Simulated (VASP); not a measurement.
# NaCl (Fm-3m) in VASP: a series of runs

Aim: see how the results for NaCl move with the level of theory and the settings. Levels: PBE+D3(BJ), PBE+D4, RPBE, r2SCAN+rVV10. Tasks: single point.

All numbers are computed with VASP 6.6.1; they aren't measurements. Logs are shortened: lines on timing, memory, paths and dates and some standing lists are left out, and cuts for length are marked.

## 1. The cell of the first run

Symmetry: Fm-3m, No. 225, cubic system. The conventional cell has a = 5.578 Å, b = 5.578 Å, c = 5.578 Å, α = 90.00°, β = 90.00°, γ = 90.00°. Within 3.7 Å of Na (site symmetry m-3m) lie 6 Cl at 2.79 Å. Cl (site symmetry m-3m) has 6 Na at 2.79 Å within 3.7 Å.

## 2. Single point, PBE+D3(BJ)

Contents of INCAR:

```
SYSTEM = NaCl
PREC     = Accurate       ! precision mode
ENCUT    = 520            ! plane-wave cutoff, eV
EDIFF    = 1E-6           ! SCF threshold, eV
ISMEAR   = 0              ! smearing method
SIGMA    = 0.01           ! smearing width, eV
LREAL    = .False.        ! projectors in reciprocal space
LASPH    = .True.         ! aspherical terms in the spheres
NELM     = 60             ! most SCF steps
ALGO     = Normal         ! electronic algorithm
ISIF     = 2              ! what is computed and relaxed
LWAVE    = .False.        ! write WAVECAR
LCHARG   = .False.        ! write CHGCAR
GGA      = PE             ! functional
IVDW     = 12             ! dispersion correction
NBANDS   = 14             ! bands
```

Contents of KPOINTS:

```
regular mesh
0
Gamma
  5 5 5
  0 0 0
```

Contents of POSCAR:

```
NaCl
1.0
    0.0000000000      2.7890392087      2.7890392087
    2.7890392087      0.0000000000      2.7890392087
    2.7890392087      2.7890392087      0.0000000000
Na Cl
1 1
Direct
    0.0000000000      0.0000000000      0.0000000000
    0.5000000000      0.5000000000      0.5000000000
```

Potentials or basis: VASP PAW PBE potentials, release 64 (Na_pv, Cl).

Launch:

```sh
cat potpaw_PBE.64/Na_pv/POTCAR potpaw_PBE.64/Cl/POTCAR > POTCAR
mpirun -np 1 vasp_std > vasp.out
```

OUTCAR:

```text
SYSTEM = NaCl
   PREC = Accurate
   ENCUT = 520
   EDIFF = 1E-6
   ISMEAR = 0
   LREAL = .False.
   LASPH = .True.
   NELM = 60
   ISIF = 2
   GGA = PE
   IVDW = 12
 IVDW          = 12

 ion  position               nearest neighbor table
   1  0.000  0.000  0.000-
   2  0.500  0.500  0.500-

  LATTYP: Found a face centered cubic cell.
 ALAT       =     5.5780784174

  Lattice vectors:

 A1 = (   0.0000000000,   2.7890392087,   2.7890392087)
 A2 = (   2.7890392087,   0.0000000000,   2.7890392087)
 A3 = (   2.7890392087,   2.7890392087,   0.0000000000)

Analysis of symmetry for initial positions (statically):
=====================================================================
 Subroutine PRICEL returns:
 Original cell was already a primitive cell.

 Routine SETGRP: Setting up the symmetry group for a
 face centered cubic supercell.

 Subroutine GETGRP returns: Found 48 space group operations
 (whereof 48 operations were pure point group operations)
 out of a pool of 48 trial point group operations.

The static configuration has the point symmetry O_h .

Analysis of symmetry for dynamics (positions and initial velocities):
=====================================================================
 Subroutine PRICEL returns:
 Original cell was already a primitive cell.

 Routine SETGRP: Setting up the symmetry group for a
 face centered cubic supercell.

 Subroutine GETGRP returns: Found 48 space group operations
 (whereof 48 operations were pure point group operations)
 out of a pool of 48 trial point group operations.

The dynamic configuration has the point symmetry O_h .

 Subroutine INISYM returns: Found 48 space group operations
 (whereof 48 operations are pure point group operations),
 and found     1 'primitive' translations

----------------------------------------------------------------------------------------

                                     Primitive cell

  volume of cell :      43.3904

  direct lattice vectors                    reciprocal lattice vectors
     0.000000000  2.789039209  2.789039209    -0.179273206  0.179273206  0.179273206
     2.789039209  0.000000000  2.789039209     0.179273206 -0.179273206  0.179273206
     2.789039209  2.789039209  0.000000000     0.179273206  0.179273206 -0.179273206

  length of vectors
     3.944297075  3.944297075  3.944297075     0.310510301  0.310510301  0.310510301

  position of ions in fractional coordinates (direct lattice)
     0.000000000  0.000000000  0.000000000
     0.500000000  0.500000000  0.500000000

  ion indices of the primitive-cell ions
   primitive index   ion index
                 1           1
                 2           2

----------------------------------------------------------------------------------------

 KPOINTS: regular mesh

Automatic generation of k-mesh.
 Grid dimensions read from file:
 generate k-points for:    5    5    5

 Generating k-lattice:

  Cartesian coordinates                     Fractional coordinates (reciprocal lattice)
    -0.035854641  0.035854641  0.035854641     0.200000000  0.000000000  0.000000000
     0.035854641 -0.035854641  0.035854641     0.000000000  0.200000000  0.000000000
     0.035854641  0.035854641 -0.035854641     0.000000000  0.000000000  0.200000000

  Length of vectors
     0.062102060  0.062102060  0.062102060

  Shift w.r.t. Gamma in fractional coordinates (k-lattice)
     0.000000000  0.000000000  0.000000000

 Subroutine IBZKPT returns following result:
 ===========================================

 Found     10 irreducible k-points:

 Following reciprocal coordinates:
            Coordinates               Weight
  0.000000  0.000000  0.000000      1.000000
  0.200000  0.000000  0.000000      8.000000
  0.400000  0.000000  0.000000      8.000000
  0.200000  0.200000  0.000000      6.000000
  0.400000  0.200000  0.000000     24.000000
 -0.400000  0.200000  0.000000     24.000000
 -0.200000  0.200000  0.000000     12.000000
  0.400000  0.400000  0.000000      6.000000
 -0.400000  0.400000  0.000000     12.000000
 -0.400000  0.400000  0.200000     24.000000
   k-points           NKPTS =     10   k-points in BZ     NKDIM =     10   number of bands    NBANDS=     14
   number of dos      NEDOS =    301   number of ions     NIONS =      2
   total plane-waves  NPLWV =  27000
   dimension x,y,z NGX =    30 NGY =   30 NGZ =   30
   dimension x,y,z NGXF=    60 NGYF=   60 NGZF=   60
   ions per type =               1   1
   NGX,Y,Z   is equivalent  to a cutoff of  12.64, 12.64, 12.64 a.u.
   NGXF,Y,Z  is equivalent  to a cutoff of  25.29, 25.29, 25.29 a.u.
 SYSTEM =  NaCl
   PREC   = accura    normal or accurate (medium, high low for compatibility)
   ISTART =      0    job   : 0-new  1-cont  2-samecut
   ICHARG =      2    charge: 1-file 2-atom 10-const
   ISPIN  =      1    spin polarized calculation?
   LNONCOLLINEAR =      F non collinear calculations
   LSORBIT =      F    spin-orbit coupling
   LASPH  =      T    aspherical Exc in radial PAW
   ENCUT  =  520.0 eV  38.22 Ry    6.18 a.u.   7.33  7.33  7.33*2*pi/ulx,y,z
   NELM   =     60;   NELMIN=  2; NELMDL= -5     # of ELM steps
   EDIFF  = 0.1E-05   stopping-criterion for ELM
   LREAL  =      F    real-space projection
   EDIFFG = 0.1E-04   stopping-criterion for IOM
   NSW    =      0    number of steps for IOM
   IBRION =     -1    ionic relax: 0-MD 1-quasi-New 2-CG
   NFREE  =      0    steps in history (QN), initial steepest desc. (CG)
   ISIF   =      2    stress and relaxation
   ISYM   =      2    0-nonsym 1-usesym 2-fastsym
   POTIM  = 0.5000    time-step for ionic-motion
   TEBEG  =    0.0;   TEEND  =   0.0 temperature during run
   PSTRESS=    0.0 pullay stress
   NELECT =      14.0000    total number of electrons
   NUPDOWN=      -1.0000    fix difference up-down
   EMIN   =  10.00;   EMAX   =-10.00  energy-range for DOS
   EFERMI =   0.00;   METHOD = LEGACY
   ISMEAR =     0;   SIGMA  =   0.01  broadening in eV -4-tet -1-fermi 0-gaus
   EFERMI_NEDOS =   21; number of points for ismear=-14 and -15
   IALGO  =     38    algorithm
   IMIX   =      4    mixing-type and parameters
     AMIX     =   0.40;   BMIX     =  1.00
     AMIX_MAG =   1.60;   BMIX_MAG =  1.00
  volume/ion in A,a.u.               =      21.70       146.41
  Fermi-wavevector in a.u.,A,eV,Ry     =   1.122844  2.121868 17.153946  1.260779
  Thomas-Fermi vector in A             =   2.259507
   LORBIT       =      0    0 simple, 1 ext, 2 COOP (PROOUT), +10 PAW based schemes
   GGA     = PE    functional components
   LHFCALC =     F    Hartree Fock is set to
   AEXX    =    0.0000 exact exchange contribution
   IVDW    =    12    specifies the selected vdW correction
   LEPSILON=     F    determine dielectric tensor
   LRPA    =     F    only Hartree local field effects (RPA)
 non-spin polarized calculation
 Gauss-broadening in eV      SIGMA  =   0.01
  energy-cutoff  :      520.00
  volume of cell :       43.39
 maximum number of plane-waves:      1211
 NGX is ok and might be reduce to    30
   NGX = 15   NGY = 15   NGZ = 15

 number of electron      14.0000008 magnetization

 Free energy of the ion-electron system (eV)
  ---------------------------------------------------
  ext. energy  EPLUGINS =         0.00000000
  ---------------------------------------------------
  free energy    TOTEN  =        -6.76314373 eV

  energy without entropy =       -6.76314373  energy(sigma->0) =       -6.76314373

 E-fermi :  -0.3964     XC(G=0):  -8.3087

 val. band max:       -0.5355366765   @ k =   0.0000   0.0000   0.0000
 cond. band min:       4.7022801048   @ k =   0.0000   0.0000   0.0000
 fundamental gap:      5.2378167812
 Fermi energy:        -0.3963655828

 k-point     1 :       0.0000    0.0000    0.0000
  band No.  band energies     occupation
      1     -21.2927      2.00000
      2     -21.2927      2.00000
      3     -21.2927      2.00000
      4     -13.2712      2.00000
      5      -0.5355      2.00000
      6      -0.5355      2.00000
      7      -0.5355      2.00000
      8       4.7023      0.00000
      9      10.6175      0.00000
     10      10.6175      0.00000
     11      10.6175      0.00000
     12      12.8219      0.00000
     13      12.8219      0.00000
     14      14.4832      0.00000

 k-point     2 :       0.2000    0.0000    0.0000
  band No.  band energies     occupation
      1     -21.3046      2.00000
      2     -21.2935      2.00000
      3     -21.2935      2.00000
      4     -13.1478      2.00000
      5      -1.3757      2.00000
      6      -0.6372      2.00000
      7      -0.6372      2.00000
      8       5.8061      0.00000
      9       9.6854      0.00000
     10      10.9564      0.00000
     11      10.9564      0.00000
     12      12.5542      0.00000
     13      12.5542      0.00000
     14      15.5854      0.00000

 k-point     3 :       0.4000    0.0000    0.0000
  band No.  band energies     occupation
      1     -21.3236      2.00000
      2     -21.2949      2.00000
      3     -21.2948      2.00000
      4     -12.9366      2.00000
      5      -2.4061      2.00000
      6      -0.7923      2.00000
      7      -0.7923      2.00000
      8       6.7574      0.00000
      9      10.0465      0.00000
     10      10.6065      0.00000
     11      10.6065      0.00000
     12      14.5396      0.00000
     13      14.5396      0.00000
     14      14.7488      0.00000
[... 86 lines left out ...]
 k-point     9 :      -0.4000    0.4000    0.0000
  band No.  band energies     occupation
      1     -21.3132      2.00000
      2     -21.3076      2.00000
      3     -21.3003      2.00000
      4     -12.8403      2.00000
      5      -2.1090      2.00000
      6      -1.5569      2.00000
      7      -1.0946      2.00000
      8       7.5820      0.00000
      9       8.2697      0.00000
     10      10.4342      0.00000
     11      12.7764      0.00000
     12      13.4598      0.00000
     13      15.5727      0.00000
     14      17.2072      0.00000

 k-point    10 :      -0.4000    0.4000    0.2000
  band No.  band energies     occupation
      1     -21.3140      2.00000
      2     -21.3057      2.00000
      3     -21.3006      2.00000
      4     -12.8530      2.00000
      5      -2.0351      2.00000
      6      -1.5417      2.00000
      7      -1.1508      2.00000
      8       8.4078      0.00000
      9       8.8044      0.00000
     10       9.2211      0.00000
     11      11.7293      0.00000
     12      14.1907      0.00000
     13      14.9948      0.00000
     14      16.8331      0.00000

------------------------ aborting loop because EDIFF is reached ----------------------------------------

 Edisp (eV)   -0.44407

 E8    (eV) :    -0.1857

  FORCE on cell =-STRESS in cart. coord.  units (eV):
  Direction    XX          YY          ZZ          XY          YZ          ZX
  --------------------------------------------------------------------------------------
  -------------------------------------------------------------------------------------
  Total      -0.00493    -0.00493    -0.00493     0.00000     0.00000     0.00000
  in kB      -0.18209    -0.18209    -0.18209     0.00000     0.00000     0.00000
  external pressure =       -0.18 kB  Pullay stress =        0.00 kB

 VOLUME and BASIS-vectors are now :
 -----------------------------------------------------------------------------
  energy-cutoff  :      520.00
  volume of cell :       43.39
      direct lattice vectors                 reciprocal lattice vectors
     0.000000000  2.789039209  2.789039209    -0.179273206  0.179273206  0.179273206
     2.789039209  0.000000000  2.789039209     0.179273206 -0.179273206  0.179273206
     2.789039209  2.789039209  0.000000000     0.179273206  0.179273206 -0.179273206

 POSITION                                       TOTAL-FORCE (eV/Angst)
 -----------------------------------------------------------------------------------
      0.00000      0.00000      0.00000        -0.000000     -0.000000     -0.000000
      2.78904      2.78904      2.78904         0.000000      0.000000      0.000000
 -----------------------------------------------------------------------------------
    total drift:                               -0.000000      0.000000      0.000000

  FREE ENERGIE OF THE ION-ELECTRON SYSTEM (eV)
  ---------------------------------------------------
  free  energy   TOTEN  =        -7.2072111642 eV

  energy  without entropy=       -7.2072111642  energy(sigma->0) =       -7.20721116
```

Wall time 5.2 s (1 thread of Intel Xeon Platinum 8375C at 2.90GHz (Ice Lake), shared host); peak memory 0.16 GiB.

What came out:

* Free energy: -7.2072 eV
* Pressure: 0.0 GPa
* Band gap on the k mesh: 5.24 eV, direct
* Dispersion energy per atom: -0.222 eV

(Part 1 of 2 ends here.)
